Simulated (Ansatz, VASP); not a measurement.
**MgO: VASP beside Ansatz**

```
Mg O
1.0
     0.00000    2.12668    2.12668
     2.12668    0.00000    2.12668
     2.12668    2.12668    0.00000
Mg O
1 1
Direct
  0.00000 0.00000 0.00000
  0.50000 0.50000 0.50000
```

Alike in both runs: functional PBE; k mesh 8 × 8 × 8; occupations gaussian, width 0.1 eV; no spin polarisation.

Ansatz relaxed the structure, and its values are those at the end. VASP's run is a single point on that final structure, the one shown.

|  | VASP | Ansatz |
| --- | --- | --- |
| version | VASP 6.6.1 | Ansatz 0.2.0 |
| potentials or method | VASP PAW PBE potentials, release 64 (Mg, O), cutoff 600 eV | scalar-relativistic, plane waves, PAW |
| valence electrons in the cell | 8 | 16 |

VASP gave:

```
gap on the k mesh at the Fermi level (eV) : 4.45
least direct gap on the mesh (eV)         : 4.45
pressure (GPa)                            : -1.0
```

Task: Which values does Ansatz return?

Result: gap on the k mesh at the Fermi level (eV): 4.46; least direct gap on the mesh (eV): 4.46; pressure (GPa): 0.0.

VASP's potentials hold 8 valence electrons a cell and Ansatz's 16, so a difference there can come from the potentials and not from the codes.
